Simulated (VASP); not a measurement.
# KCl (Fm-3m) in VASP: notebook

Runs on KCl. Level: PBEsol. Tasks: electric field gradients.

All numbers are computed with VASP 6.6.1; they aren't measurements. Logs are shortened: lines on timing, memory, paths and dates and some standing lists are left out, and cuts for length are marked.

## 1. The cell of the first run

The structure is cubic, space group Fm-3m (No. 225). The conventional cell has a = 6.227 Å, b = 6.227 Å, c = 6.227 Å, α = 90.00°, β = 90.00°, γ = 90.00°. Within 4.1 Å of K (site symmetry m-3m) lie 6 Cl at 3.11 Å. Cl (site symmetry m-3m) has 6 K at 3.11 Å within 4.1 Å.

## 2. Electric field gradients, PBEsol (volume scaled by 0.96)

INCAR

```
SYSTEM = KCl
PREC = Accurate
ENCUT = 520
EDIFF = 1E-8
ISMEAR = -1
SIGMA = 0.03
LREAL = .False.
LASPH = .True.
NELM = 80
ALGO = Normal
ISIF = 2
LWAVE = .False.
LCHARG = .False.
GGA = PS
LEFG = .True.
NBANDS = 15
```

KPOINTS

```
regular mesh
0
Gamma
  7 7 7
  0 0 0
```

POSCAR

```
KCl
1.0
    0.0000000000      3.1134447711      3.1134447711
    3.1134447711      0.0000000000      3.1134447711
    3.1134447711      3.1134447711      0.0000000000
K Cl
1 1
Direct
    0.0000000000      0.0000000000      0.0000000000
    0.5000000000      0.5000000000      0.5000000000
```

Potentials or basis: VASP PAW PBE potentials, release 64 (K_sv, Cl).

On the command line:

```sh
$ cat potpaw_PBE.64/K_sv/POTCAR potpaw_PBE.64/Cl/POTCAR > POTCAR
$ mpirun -np 1 vasp_std > vasp.out
```

OUTCAR:

```text
SYSTEM = KCl
   PREC = Accurate
   ENCUT = 520
   EDIFF = 1E-8
   ISMEAR = -1
   LREAL = .False.
   LASPH = .True.
   NELM = 80
   ISIF = 2
   GGA = PS

 ion  position               nearest neighbor table
   1  0.000  0.000  0.000-   2 3.11   2 3.11   2 3.11   2 3.11   2 3.11   2 3.11
   2  0.500  0.500  0.500-   1 3.11   1 3.11   1 3.11   1 3.11   1 3.11   1 3.11

  LATTYP: Found a face centered cubic cell.
 ALAT       =     6.2268895422

  Lattice vectors:

 A1 = (   0.0000000000,   3.1134447711,   3.1134447711)
 A2 = (   3.1134447711,   0.0000000000,   3.1134447711)
 A3 = (   3.1134447711,   3.1134447711,   0.0000000000)

Analysis of symmetry for initial positions (statically):
=====================================================================
 Subroutine PRICEL returns:
 Original cell was already a primitive cell.

 Routine SETGRP: Setting up the symmetry group for a
 face centered cubic supercell.

 Subroutine GETGRP returns: Found 48 space group operations
 (whereof 48 operations were pure point group operations)
 out of a pool of 48 trial point group operations.

The static configuration has the point symmetry O_h .

Analysis of symmetry for dynamics (positions and initial velocities):
=====================================================================
 Subroutine PRICEL returns:
 Original cell was already a primitive cell.

 Routine SETGRP: Setting up the symmetry group for a
 face centered cubic supercell.

 Subroutine GETGRP returns: Found 48 space group operations
 (whereof 48 operations were pure point group operations)
 out of a pool of 48 trial point group operations.

The dynamic configuration has the point symmetry O_h .

 Subroutine INISYM returns: Found 48 space group operations
 (whereof 48 operations are pure point group operations),
 and found     1 'primitive' translations

----------------------------------------------------------------------------------------

                                     Primitive cell

  volume of cell :      60.3606

  direct lattice vectors                    reciprocal lattice vectors
     0.000000000  3.113444771  3.113444771    -0.160593823  0.160593823  0.160593823
     3.113444771  0.000000000  3.113444771     0.160593823 -0.160593823  0.160593823
     3.113444771  3.113444771  0.000000000     0.160593823  0.160593823 -0.160593823

  length of vectors
     4.403075821  4.403075821  4.403075821     0.278156662  0.278156662  0.278156662

  position of ions in fractional coordinates (direct lattice)
     0.000000000  0.000000000  0.000000000
     0.500000000  0.500000000  0.500000000

  ion indices of the primitive-cell ions
   primitive index   ion index
                 1           1
                 2           2

----------------------------------------------------------------------------------------

 KPOINTS: regular mesh

Automatic generation of k-mesh.
 Grid dimensions read from file:
 generate k-points for:    7    7    7

 Generating k-lattice:

  Cartesian coordinates                     Fractional coordinates (reciprocal lattice)
    -0.022941975  0.022941975  0.022941975     0.142857143  0.000000000  0.000000000
     0.022941975 -0.022941975  0.022941975     0.000000000  0.142857143  0.000000000
     0.022941975  0.022941975 -0.022941975     0.000000000  0.000000000  0.142857143

  Length of vectors
     0.039736666  0.039736666  0.039736666

  Shift w.r.t. Gamma in fractional coordinates (k-lattice)
     0.000000000  0.000000000  0.000000000

 Subroutine IBZKPT returns following result:
 ===========================================

 Found     20 irreducible k-points:

 Following reciprocal coordinates:
            Coordinates               Weight
  0.000000  0.000000  0.000000      1.000000
  0.142857  0.000000  0.000000      8.000000
  0.285714  0.000000  0.000000      8.000000
  0.428571  0.000000  0.000000      8.000000
  0.142857  0.142857  0.000000      6.000000
  0.285714  0.142857  0.000000     24.000000
[... 12 lines left out ...]
 -0.428571  0.428571  0.142857     24.000000
 -0.285714  0.428571  0.142857     24.000000
   k-points           NKPTS =     20   k-points in BZ     NKDIM =     20   number of bands    NBANDS=     15
   number of dos      NEDOS =    301   number of ions     NIONS =      2
   total plane-waves  NPLWV =  46656
   dimension x,y,z NGX =    36 NGY =   36 NGZ =   36
   dimension x,y,z NGXF=    72 NGYF=   72 NGZF=   72
   ions per type =               1   1
   NGX,Y,Z   is equivalent  to a cutoff of  13.59, 13.59, 13.59 a.u.
   NGXF,Y,Z  is equivalent  to a cutoff of  27.18, 27.18, 27.18 a.u.
 SYSTEM =  KCl
   PREC   = accura    normal or accurate (medium, high low for compatibility)
   ISTART =      0    job   : 0-new  1-cont  2-samecut
   ICHARG =      2    charge: 1-file 2-atom 10-const
   ISPIN  =      1    spin polarized calculation?
   LNONCOLLINEAR =      F non collinear calculations
   LSORBIT =      F    spin-orbit coupling
   LASPH  =      T    aspherical Exc in radial PAW
   ENCUT  =  520.0 eV  38.22 Ry    6.18 a.u.   8.19  8.19  8.19*2*pi/ulx,y,z
   NELM   =     80;   NELMIN=  2; NELMDL= -5     # of ELM steps
   EDIFF  = 0.1E-07   stopping-criterion for ELM
   LREAL  =      F    real-space projection
   EDIFFG = 0.1E-06   stopping-criterion for IOM
   NSW    =      0    number of steps for IOM
   IBRION =     -1    ionic relax: 0-MD 1-quasi-New 2-CG
   NFREE  =      0    steps in history (QN), initial steepest desc. (CG)
   ISIF   =      2    stress and relaxation
   ISYM   =      2    0-nonsym 1-usesym 2-fastsym
   POTIM  = 0.5000    time-step for ionic-motion
   TEBEG  =    0.0;   TEEND  =   0.0 temperature during run
   PSTRESS=    0.0 pullay stress
   NELECT =      16.0000    total number of electrons
   NUPDOWN=      -1.0000    fix difference up-down
   EMIN   =  10.00;   EMAX   =-10.00  energy-range for DOS
   EFERMI =   0.00;   METHOD = LEGACY
   ISMEAR =    -1;   SIGMA  =   0.03  broadening in eV -4-tet -1-fermi 0-gaus
   EFERMI_NEDOS =   21; number of points for ismear=-14 and -15
   IALGO  =     38    algorithm
   IMIX   =      4    mixing-type and parameters
     AMIX     =   0.40;   BMIX     =  1.00
     AMIX_MAG =   1.60;   BMIX_MAG =  1.00
  volume/ion in A,a.u.               =      30.18       203.67
  Fermi-wavevector in a.u.,A,eV,Ry     =   1.051632  1.987296 15.047080  1.105929
  Thomas-Fermi vector in A             =   2.186682
   LORBIT       =      0    0 simple, 1 ext, 2 COOP (PROOUT), +10 PAW based schemes
   GGA     = PS    functional components
   LHFCALC =     F    Hartree Fock is set to
   AEXX    =    0.0000 exact exchange contribution
   IVDW    =     0    specifies the selected vdW correction
   LEPSILON=     F    determine dielectric tensor
   LRPA    =     F    only Hartree local field effects (RPA)
 non-spin polarized calculation
  energy-cutoff  :      520.00
  volume of cell :       60.36
 maximum number of plane-waves:      1641
 NGX is ok and might be reduce to    36
   NGX = 17   NGY = 17   NGZ = 17

 number of electron      16.0000002 magnetization

 Free energy of the ion-electron system (eV)
  ---------------------------------------------------
  ext. energy  EPLUGINS =         0.00000000
  ---------------------------------------------------
  free energy    TOTEN  =        -7.02269007 eV

  energy without entropy =       -7.02269007  energy(sigma->0) =       -7.02269007

 E-fermi :  -1.1390     XC(G=0):  -7.8579

 val. band max:       -1.7783461005   @ k =   0.0000   0.0000   0.0000
 cond. band min:       3.3460631072   @ k =   0.0000   0.0000   0.0000
 fundamental gap:      5.1244092077
 Fermi energy:        -1.1389606240

 k-point     1 :       0.0000    0.0000    0.0000
  band No.  band energies     occupation
      1     -28.7471      2.00000
      2     -13.9070      2.00000
      3     -12.2745      2.00000
      4     -12.2745      2.00000
      5     -12.2745      2.00000
      6      -1.7783      2.00000
      7      -1.7783      2.00000
      8      -1.7783      2.00000
      9       3.3461      0.00000
     10       6.5264      0.00000
     11       6.5264      0.00000
     12       6.5264      0.00000
     13       7.4319      0.00000
     14       7.4319      0.00000
[... 329 lines left out ...]
      2     -13.9153      2.00000
      3     -12.3982      2.00000
      4     -12.3559      2.00000
      5     -12.1786      2.00000
      6      -2.4071      2.00000
      7      -2.3164      2.00000
      8      -2.1715      2.00000
      9       5.8528      0.00000
     10       6.5871      0.00000
     11       7.7968      0.00000
     12       8.1910      0.00000
     13       9.6941      0.00000
     14       9.7895      0.00000
     15      10.6594      0.00000

------------------------ aborting loop because EDIFF is reached ----------------------------------------

  FORCE on cell =-STRESS in cart. coord.  units (eV):
  Direction    XX          YY          ZZ          XY          YZ          ZX
  --------------------------------------------------------------------------------------
  -------------------------------------------------------------------------------------
  Total        0.0756391      0.0756391      0.0756391     -0.0000000      0.0000000     -0.0000000
  in kB        2.0077219      2.0077219      2.0077219     -0.0000000      0.0000000     -0.0000000
  external PRESSURE =       2.0077219 kB  Pullay stress =       0.0000000 kB

 VOLUME and BASIS-vectors are now :
 -----------------------------------------------------------------------------
  energy-cutoff  :      520.00
  volume of cell :       60.36
      direct lattice vectors                 reciprocal lattice vectors
     0.000000000  3.113444771  3.113444771    -0.160593823  0.160593823  0.160593823
     3.113444771  0.000000000  3.113444771     0.160593823 -0.160593823  0.160593823
     3.113444771  3.113444771  0.000000000     0.160593823  0.160593823 -0.160593823

 POSITION                                       TOTAL-FORCE (eV/Angst)
 -----------------------------------------------------------------------------------
      0.00000      0.00000      0.00000         0.000000      0.000000      0.000000
      3.11344      3.11344      3.11344         0.000000     -0.000000     -0.000000
 -----------------------------------------------------------------------------------
    total drift:                                0.000000      0.000000      0.000000

  FREE ENERGIE OF THE ION-ELECTRON SYSTEM (eV)
  ---------------------------------------------------
  free  energy   TOTEN  =        -7.0226900714 eV

  energy  without entropy=       -7.0226900714  energy(sigma->0) =       -7.02269007

 Electric field gradients (V/A^2)
---------------------------------------------------------------------
 ion       V_xx      V_yy      V_zz      V_xy      V_xz      V_yz
---------------------------------------------------------------------
   1       0.000    -0.000    -0.000    -0.000    -0.000    -0.000
   2      -0.000     0.000    -0.000     0.000     0.000     0.000
---------------------------------------------------------------------

 Electric field gradients after diagonalization (V/A^2)
 (convention: |V_zz| > |V_xx| > |V_yy|)
----------------------------------------------------------------------
 ion       V_xx      V_yy      V_zz     asymmetry (V_yy - V_xx)/ V_zz
----------------------------------------------------------------------
   1       0.000     0.000    -0.000       0.000
   2      -0.000    -0.000     0.001       0.000
----------------------------------------------------------------------

           NMR quadrupolar parameters

 Cq : quadrupolar parameter    Cq=e*Q*V_zz/h
 eta: asymmetry parameters     (V_yy - V_xx)/ V_zz
 Q  : nuclear electric quadrupole moment in mb (millibarn)
----------------------------------------------------------------------
 ion       Cq(MHz)       eta       Q (mb)
----------------------------------------------------------------------
   1      -0.000       0.000       1.000
   2       0.000       0.000       1.000
----------------------------------------------------------------------
```

It took 14 s on 1 thread of Intel Xeon 6975P-C (Granite Rapids), shared host; peak memory 0.2 GiB.

Results:

- Free energy: -7.0227 eV
- Pressure: 0.2 GPa
- Band gap on the k mesh: 5.12 eV, direct

Levels at points of the mesh, in eV from the valence-band top:
| k point | band 4 | band 5 | band 6 | band 7 | band 8 | band 9 | band 10 | band 11 | band 12 | band 13 |
| --- | --- | --- | --- | --- | --- | --- | --- | --- | --- | --- |
| (0.00, 0.00, 0.00) | -10.50 | -10.50 | 0.00 | 0.00 | 0.00 | 5.12 | 8.30 | 8.30 | 8.30 | 9.21 |

Caveat: without QUAD_EFG the Cq values of the log hold for a quadrupole moment of 1 mb, not for the nuclei; the PAW data sets were made with another functional, which shifts forces and pressure a little.

## 3. Electric field gradients, PBEsol (volume scaled by 0.96)

INCAR

```
PREC = Accurate
ENCUT = 520
EDIFF = 1E-8
ISMEAR = -1
SIGMA = 0.03
LREAL = False
LASPH = True
NELM = 100
ALGO = Normal
ISIF = 2
LWAVE = False
LCHARG = False
GGA = PS
LEFG = True
NBANDS = 15
```

KPOINTS

```
regular mesh
0
Gamma
  7 7 7
```

POSCAR is that of step 2.

Potentials or basis: VASP PAW PBE potentials, release 64 (K_sv, Cl).

On the command line:

```sh
$ cat potpaw_PBE.64/K_sv/POTCAR potpaw_PBE.64/Cl/POTCAR > POTCAR
$ mpirun -np 1 vasp_std > vasp.out
```

OUTCAR:

```text
PREC = Accurate
   ENCUT = 520
   EDIFF = 1E-8
   ISMEAR = -1
   LREAL = False
   LASPH = True
   NELM = 100
   ISIF = 2
   GGA = PS

 ion  position               nearest neighbor table
   1  0.000  0.000  0.000-   2 3.11   2 3.11   2 3.11   2 3.11   2 3.11   2 3.11
   2  0.500  0.500  0.500-   1 3.11   1 3.11   1 3.11   1 3.11   1 3.11   1 3.11

  LATTYP: Found a face centered cubic cell.
 ALAT       =     6.2268895422

  Lattice vectors:

 A1 = (   0.0000000000,   3.1134447711,   3.1134447711)
 A2 = (   3.1134447711,   0.0000000000,   3.1134447711)
 A3 = (   3.1134447711,   3.1134447711,   0.0000000000)

Analysis of symmetry for initial positions (statically):
=====================================================================
 Subroutine PRICEL returns:
 Original cell was already a primitive cell.

 Routine SETGRP: Setting up the symmetry group for a
 face centered cubic supercell.

[... 541 lines left out ...]
  volume of cell :       60.36
      direct lattice vectors                 reciprocal lattice vectors
     0.000000000  3.113444771  3.113444771    -0.160593823  0.160593823  0.160593823
     3.113444771  0.000000000  3.113444771     0.160593823 -0.160593823  0.160593823
     3.113444771  3.113444771  0.000000000     0.160593823  0.160593823 -0.160593823

 POSITION                                       TOTAL-FORCE (eV/Angst)
 -----------------------------------------------------------------------------------
      0.00000      0.00000      0.00000         0.000000      0.000000      0.000000
      3.11344      3.11344      3.11344         0.000000     -0.000000     -0.000000
 -----------------------------------------------------------------------------------
    total drift:                                0.000000      0.000000      0.000000

  FREE ENERGIE OF THE ION-ELECTRON SYSTEM (eV)
  ---------------------------------------------------
  free  energy   TOTEN  =        -7.0226900714 eV

  energy  without entropy=       -7.0226900714  energy(sigma->0) =       -7.02269007

 Electric field gradients (V/A^2)
---------------------------------------------------------------------
 ion       V_xx      V_yy      V_zz      V_xy      V_xz      V_yz
---------------------------------------------------------------------
   1       0.000    -0.000    -0.000    -0.000    -0.000    -0.000
   2      -0.000     0.000    -0.000     0.000     0.000     0.000
---------------------------------------------------------------------

 Electric field gradients after diagonalization (V/A^2)
 (convention: |V_zz| > |V_xx| > |V_yy|)
----------------------------------------------------------------------
 ion       V_xx      V_yy      V_zz     asymmetry (V_yy - V_xx)/ V_zz
----------------------------------------------------------------------
   1       0.000     0.000    -0.000       0.000
   2      -0.000    -0.000     0.001       0.000
----------------------------------------------------------------------

           NMR quadrupolar parameters

 Cq : quadrupolar parameter    Cq=e*Q*V_zz/h
 eta: asymmetry parameters     (V_yy - V_xx)/ V_zz
 Q  : nuclear electric quadrupole moment in mb (millibarn)
----------------------------------------------------------------------
 ion       Cq(MHz)       eta       Q (mb)
----------------------------------------------------------------------
   1      -0.000       0.000       1.000
   2       0.000       0.000       1.000
----------------------------------------------------------------------
```

OSZICAR:

```text
N       E                     dE             d eps       ncg     rms          rms(c)
DAV:   1     0.103017887495E+03    0.10302E+03   -0.71786E+03   600   0.961E+02
DAV:   2    -0.101529522408E+01   -0.10403E+03   -0.96530E+02   778   0.242E+02
DAV:   3    -0.705821813896E+01   -0.60429E+01   -0.60108E+01   846   0.512E+01
DAV:   4    -0.726363571389E+01   -0.20542E+00   -0.20539E+00   879   0.903E+00
DAV:   5    -0.726531620586E+01   -0.16805E-02   -0.16805E-02   860   0.879E-01    0.339E+00
DAV:   6    -0.702536363742E+01    0.23995E+00   -0.33837E-01   740   0.317E+00    0.278E+00
DAV:   7    -0.701218781809E+01    0.13176E-01   -0.78273E-02   817   0.169E+00    0.158E+00
DAV:   8    -0.702171957532E+01   -0.95318E-02   -0.14287E-02   786   0.892E-01    0.201E-01
DAV:   9    -0.702213570158E+01   -0.41613E-03   -0.60866E-04   796   0.156E-01    0.934E-02
DAV:  10    -0.702268144992E+01   -0.54575E-03   -0.55272E-04   628   0.144E-01    0.215E-02
DAV:  11    -0.702268746540E+01   -0.60155E-05   -0.17936E-05   854   0.257E-02    0.142E-02
DAV:  12    -0.702269003783E+01   -0.25724E-05   -0.57673E-06   677   0.137E-02    0.605E-03
DAV:  13    -0.702269001182E+01    0.26004E-07   -0.59504E-07   712   0.504E-03    0.491E-04
DAV:  14    -0.702269002351E+01   -0.11689E-07   -0.43229E-08   767   0.136E-03    0.728E-04
DAV:  15    -0.702269006717E+01   -0.43656E-07   -0.80460E-09   615   0.523E-04    0.661E-05
DAV:  16    -0.702269007141E+01   -0.42437E-08   -0.90577E-10   454   0.196E-04
   1 F= -.70226901E+01 E0= -.70226901E+01  d E =-.152827E-10
```

stdout:

```text
POSCAR found type information on POSCAR K Cl
 POSCAR found :  2 types and       2 ions
 scaLAPACK will be used
 -----------------------------------------------------------------------------
|                                                                             |
|                                                                             |
|     You enforced a specific xc type in the INCAR file but a different       |
|     I HOPE YOU KNOW WHAT YOU ARE DOING!                                     |
|                                                                             |
 -----------------------------------------------------------------------------

 LDA part: xc-table for (Slater+PW92), standard interpolation
 POSCAR, INCAR and KPOINTS ok, starting setup
 FFT: planning ... GRIDC
 FFT: planning ... GRID_SOFT
 FFT: planning ... GRID
 WAVECAR not read
 entering main loop
ion   1

ion   2
```

It took 12 s on 1 thread of Intel Xeon 6975P-C (Granite Rapids), shared host; peak memory 0.2 GiB.

What came out:

- Free energy: -7.0227 eV
- Pressure: 0.2 GPa
- Band gap on the k mesh: 5.12 eV, direct

Caveat: without QUAD_EFG the Cq values of the log hold for a quadrupole moment of 1 mb, not for the nuclei; the PAW data sets were made with another functional, which shifts forces and pressure a little.

[end of part 1 of 2]
